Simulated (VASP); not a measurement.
A run of VASP 6.6.1 is set up as follows.

The input INCAR:

```
SYSTEM = Si5P13
PREC = Accurate
ENCUT = 400
EDIFF = 1E-6
ISMEAR = -1
SIGMA = 0.1861
LREAL = Auto
LASPH = .True.
NELM = 120
ALGO = Normal
ISIF = 2
LWAVE = .False.
LCHARG = .False.
GGA = PE
NBANDS = 58
ISYM = -1
GGA_COMPAT = .False.
```

Contents of KPOINTS:

```
explicit points
1
Reciprocal
  0.25000000   0.25000000   0.25000000 1
```

Contents of POSCAR:

```
Si5P13
1.0
    7.0479230000      0.0446470000      0.1733930000
    0.0446470000      7.0511420000     -0.0312760000
    0.1733930000     -0.0312760000      7.0375900000
Si P
5 13
Direct
    0.7974555025      0.4371180992      0.5666896059
    0.4528417279      0.6150053295      1.0535213505
   -0.0409602975      0.5078940982      0.1188979643
    0.4921248297      0.4187166111      0.7637543222
    0.6485450499      0.7049545298      0.4533534898
    0.7946988217      0.9560832351      0.8047248059
    0.7961456332      0.0140498367      0.5044413418
    0.5117936590      0.1633485852      0.4229160057
    0.5717549555      0.8957940913      0.1952130700
    0.2423475853      0.2032697687      0.6479759535
    0.0581294398      0.8121187921      0.7081861247
    0.2616153082      0.9792802481      0.8834066358
    0.6584189212      0.4478763921      0.2470734371
    0.9857658367      0.7930090454      0.3360044071
    1.0671018951      0.4936620673      0.7895905809
    0.6397449019      0.2317927478      0.0111673545
    0.2191235277      0.5144999587      0.2630923391
   -0.0697987455      0.1894985846      0.9152424866
```

Potentials or basis: VASP PAW PBE potentials, release 64 (Si, P).

Launch:

```console
$ cat potpaw_PBE.64/Si/POTCAR potpaw_PBE.64/P/POTCAR > POTCAR
$ mpirun -np 1 vasp_std > vasp.out
```

**Question.** What does it give for the band gap on the k mesh?

**Answer.** Zero (an odd number of electrons rules out a gap without spin polarisation).

**Question.** What does it give for the pressure?

**Answer.** 1.9 GPa.

**Question.** Estimate the largest force.

**Answer.** 2.869 eV/Å.

Forces in eV/Å, atoms in the order of the input:
```
Si   0.444 -0.741  1.350
Si  -0.027  0.550 -0.545
Si  -0.117  0.003 -1.457
Si  -0.128 -0.974 -0.027
Si   0.324  1.942  0.242
P   -1.644 -2.351  0.003
P   -1.021  1.688 -0.418
P    0.284 -0.923  0.969
P   -0.941  0.414  0.291
P    1.877 -0.337  0.378
P    1.259 -0.214 -0.675
P   -0.126  0.284 -0.922
P    0.132 -1.631 -0.960
P    0.680  0.021  0.208
P   -1.181  0.788 -0.060
P   -1.855  0.170 -0.381
P    0.542 -0.072  0.842
P    1.497  1.382  1.163
```

Caveat: the atoms stand as in a frame of molecular dynamics; an odd number of electrons without spin polarisation forces a metal; a magnetic or distorted state may lie lower.
